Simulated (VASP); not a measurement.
Wanted: the native input for a VASP 6.6.1 run.

```
Task                   : single point
Functional             : PBEsol
Potentials or basis    : VASP PAW PBE potentials, release 64 (Sn_d)
Cutoff                 : 520 eV
k mesh                 : 12 × 12 × 12
Occupations            : fermi-dirac, width 0.1 eV
Spin                   : no spin polarisation
Dipole correction      : no
Further INCAR settings : ALGO = Normal; EDIFF = 1e-06; NBANDS = 13
```

The structure of Sn lies in POSCAR:

```
Sn
1.0
    3.1075048224      0.0000000000      0.0000000000
    0.0000000000      3.1075048224      0.0000000000
    0.0000000000      0.0000000000      3.1075048224
Sn
1
Direct
    0.0000000000      0.0000000000      0.0000000000
```

This cell differs from its parent crystal: volume scaled by 1.08.

The input as run:

INCAR

```
SYSTEM = Sn
PREC = Accurate
ENCUT = 520
EDIFF = 1E-6
ISMEAR = -1
SIGMA = 0.1
LREAL = .False.
LASPH = .True.
NELM = 80
ALGO = Normal
ISIF = 2
LWAVE = .False.
LCHARG = .False.
GGA = PS
NBANDS = 13
```

KPOINTS

```
Automatic mesh
0
Gamma
  12 12 12
  0 0 0
```

Potentials or basis: VASP PAW PBE potentials, release 64 (Sn_d).

Command:

```sh
$ cat potpaw_PBE.64/Sn_d/POTCAR > POTCAR
$ mpirun -np 1 vasp_std > vasp.out
```

Results of the run:

```yaml
Pressure: -3.3 GPa
Band_gap_on_the_k_mesh: zero (band 7 reaches 11.73 eV, above the bottom of band 8 at 4.51 eV)
```

Caveat: the PAW data sets were made with another functional, which shifts forces and pressure a little; spin-orbit coupling is left out, which moves the levels of the heavy elements.

It took 27 s on 1 thread of Intel Xeon 8259CL, on a shared host, peak memory 0.16 GiB.
